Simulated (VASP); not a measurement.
# Ti5Al2C3 in VASP: a series of runs, part 2 of 2

VASP 6.6.1.

### 5 Single point, PBEsol

The input, INCAR:

```
SYSTEM = Ti5Al2C3
PREC = Accurate
ENCUT = 520
EDIFF = 1E-7
ISMEAR = -1
SIGMA = 0.3619
LREAL = Auto
LASPH = .TRUE.
NELM = 80
ALGO = Normal
ISIF = 2
LWAVE = .FALSE.
LCHARG = .FALSE.
GGA = PS
NBANDS = 94
ISYM = 0
```

The input, KPOINTS:

```
Automatic mesh
0
Gamma
  1 1 1
  0.25 0.25 0.25
```

The input, POSCAR:

```
Ti5Al2C3
1.0
    6.5014610000     -0.0292500000      0.0858630000
   -0.0292500000      6.6734590000      0.0542490000
    0.0858630000      0.0542490000      6.9054160000
Ti Al C
10 4 6
Direct
    0.7058743195      0.4230772185      0.7783987232
    0.4132758201      0.2558668058      0.1684949002
    0.8025457192      0.8708400777      0.3379031493
    0.4203751287      0.8149751199      0.5289300087
    0.0900618843      0.1611002915      0.3840461584
    0.1129333739      0.7728664790      0.1926955549
    0.8066331010      0.4643909465      0.2693335662
    0.8942654927      0.9698116092      0.6523853700
    0.5087340985      0.8765056643      1.0043661393
    0.1906341855      0.5849651040      0.8633230503
    0.0834857703      0.5751275378      0.4837124320
    0.8391572678      0.1862341375      0.0659084730
    0.1760005325      0.0587344372      0.8409953552
    0.4207681276      0.2997843040      0.5773047688
    0.5290162311      0.1188562715      0.8221952516
    0.1379449832      0.4666663058      0.1266093816
    1.0195851227      0.8422675234      0.9081841256
    0.3610781644      0.5450556868      0.1389105334
    0.4091555198      0.7810487280      0.2595648933
    0.6476293713      0.5748210527      0.5472254144
```

Run with:

```sh
$ cat potpaw_PBE.64/Ti_sv/POTCAR potpaw_PBE.64/Al/POTCAR potpaw_PBE.64/C/POTCAR > POTCAR
$ mpirun -np 1 vasp_std > vasp.out
```

Run time: 2.3 min. Hardware: 1 thread of Intel Xeon Platinum 8259CL at 2.50GHz (Skylake/Cascade Lake), shared host; peak memory 0.34 GiB.

It converged, with:

| Property | Result |
| --- | --- |
| Free energy | -151.3321 eV |
| Pressure | -1.4 GPa |
| Largest force | 5.128 eV/Å |

Forces in eV/Å, atoms in the order of the input:
```
Ti   0.716  0.102  0.813
Ti   0.388 -0.906 -1.225
Ti  -3.479 -0.481 -0.048
Ti   0.803  0.458  2.591
Ti   0.550  1.152 -0.017
Ti   0.392  2.379 -2.463
Ti  -1.195  1.490  0.961
Ti  -2.439 -1.335  1.773
Ti   1.100 -1.338 -1.460
Ti  -0.097 -0.418 -1.423
Al  -0.097 -0.925  2.385
Al   0.302 -2.512 -1.643
Al   3.937  3.285  0.033
Al  -0.042 -0.121 -0.485
C    0.270  1.169 -0.376
C    0.367 -1.156  2.426
C   -1.748 -2.491  0.160
C   -0.531  2.220 -0.434
C    0.765 -1.422 -0.554
C    0.037  0.849 -1.015
```

Stress tensor (GPa, compression positive):
```
-3.61  2.91  2.45
 2.91 -5.48  3.29
 2.45  3.29  4.96
```

Levels at points of the mesh, in eV from the Fermi level:
```
           k point  band 74  band 75  band 76  band 77  band 78  band 79  band 80  band 81  band 82  band 83
(0.25, 0.25, 0.25)    -0.51    -0.34    -0.27    -0.22    -0.11     0.10     0.15     0.33     0.38     0.57
```

Caveat: the k points lie up to 0.97 Å⁻¹ apart, too coarse for converged energies, forces and pressures; the atoms stand as in a frame of molecular dynamics; so wide a smearing shifts energies and pressures; the PAW data sets were made with another functional, which shifts forces and pressure a little.

### 6 Single point, PBEsol

The input, INCAR:

```
ALGO = Normal
EDIFF = 1E-6
ENCUT = 520
GGA = PS
ISIF = 2
ISMEAR = -1
ISYM = 0
LASPH = True
LCHARG = True
LELF = True
LREAL = Auto
LVHAR = True
LWAVE = False
NBANDS = 94
NELM = 80
PREC = Accurate
SIGMA = 0.3619
```

KPOINTS is that of step 5.

The input, POSCAR:

```
Ti5Al2C3
1.0
    6.5014610000     -0.0292500000      0.0858630000
   -0.0292500000      6.6734590000      0.0542490000
    0.0858630000      0.0542490000      6.9054160000
Ti Al C
10 4 6
Direct
    0.7119384611      0.5059136717      0.8426893495
    0.2989581041      0.3332703210      0.1490479326
    0.7317630898      0.8790053496      0.3484471413
    0.3765975145      0.7822555967      0.6202662698
    0.0406913841      0.1083899695      0.4196797222
    0.1029532436      0.7739523167      0.1358979657
    0.6665016649      0.4229897427      0.2359208188
    0.7698831630      0.8644001752      0.6905925258
    0.5620149863      0.8029284435      0.9365866795
    0.1619705599      0.5631142895      0.8800625965
    0.0206466580      0.5870359366      0.4726291803
    0.8644365185      0.0484799612      0.0646230289
    0.2554007061      0.0877953810      0.8343673600
    0.4953407100      0.2649911293      0.5789651278
    0.5840666744      0.1727468745      0.9276072489
    0.0009162595      0.5155318622      0.1697737311
    0.8469051260      0.7296109658      1.0330348700
    0.3306752338      0.6571784693      0.3037785063
    0.3621143132      0.8636149722      0.3736609829
    0.7093021100      0.6315198879      0.5352358019
```

Potentials or basis: VASP PAW PBE potentials, release 64 (Ti_sv, Al, C).

Run with:

```sh
$ cat potpaw_PBE.64/Ti_sv/POTCAR potpaw_PBE.64/Al/POTCAR potpaw_PBE.64/C/POTCAR > POTCAR
$ mpirun -np 1 vasp_std > vasp.out
```

Run time: 2.1 min. Hardware: 1 thread of Intel Xeon Platinum 8259CL at 2.50GHz (Skylake/Cascade Lake), shared host; peak memory 0.34 GiB.

Results (log left out):

```yaml
Free_energy: -149.5896 eV
Pressure: -0.9 GPa
Largest_force: 8.291 eV/Å
```

Forces on the atoms (eV/Å):
```
Ti   0.273 -3.585 -1.639
Ti  -0.113  0.590  0.693
Ti  -2.831 -0.994 -0.349
Ti   0.582 -1.951  1.162
Ti   1.342 -0.276  0.353
Ti   6.145  4.897  2.645
Ti   1.644  1.277  1.184
Ti   3.058  2.831  1.060
Ti  -3.633  2.200  4.345
Ti  -0.959 -1.573 -1.889
Al  -0.096 -0.709  0.300
Al  -0.347  3.309 -2.149
Al  -0.477  0.118  0.674
Al   0.236 -0.333 -0.246
C    0.077  0.179  0.394
C   -2.378 -3.439  0.073
C   -2.855 -1.233 -1.599
C    2.039  0.660  0.854
C   -1.196 -0.189 -5.304
C   -0.511 -1.779 -0.560
```

Stress tensor (GPa, compression positive):
```
-1.81  4.50  2.14
 4.50 -6.60 -3.08
 2.14 -3.08  5.74
```

Levels at points of the mesh, in eV from the Fermi level:
| k point | band 74 | band 75 | band 76 | band 77 | band 78 | band 79 | band 80 | band 81 | band 82 | band 83 |
| --- | --- | --- | --- | --- | --- | --- | --- | --- | --- | --- |
| (0.25, 0.25, 0.25) | -0.53 | -0.41 | -0.27 | -0.16 | -0.05 | 0.06 | 0.10 | 0.27 | 0.44 | 0.60 |

Caveat: the k points lie up to 0.97 Å⁻¹ apart, too coarse for converged energies, forces and pressures; the atoms stand as in a frame of molecular dynamics; so wide a smearing shifts energies and pressures; the PAW data sets were made with another functional, which shifts forces and pressure a little.

### 7 Summary

```csv
cell,smearing,pressure (GPa),largest force (eV/Å)
"as given, atomic positions A",fermi-dirac 0.1448 eV,-5.8,2.86
"as given, atomic positions B",fermi-dirac 0.1448 eV,-8.7,3.50
"as given, atomic positions C",fermi-dirac 0.1448 eV,-6.7,3.80
"as given, atomic positions D",fermi-dirac 0.3619 eV,-1.4,5.13
"as given, atomic positions E",fermi-dirac 0.3619 eV,-0.9,8.29
```

Alike in all rows: task single point; level PBEsol; potentials or basis VASP PAW PBE potentials, release 64 (Ti_sv, Al, C); no spin polarisation; k mesh 1 × 1 × 1, shifted; cutoff (eV) 520.

Caveats: some runs use coarse meshes; the atoms stand as in a frame of molecular dynamics; the PAW data sets were made with another functional, which shifts forces and pressure a little; so wide a smearing shifts energies and pressures (at least some runs).

Total energies depend on the potentials used, so only differences within one code and one set of settings carry meaning.
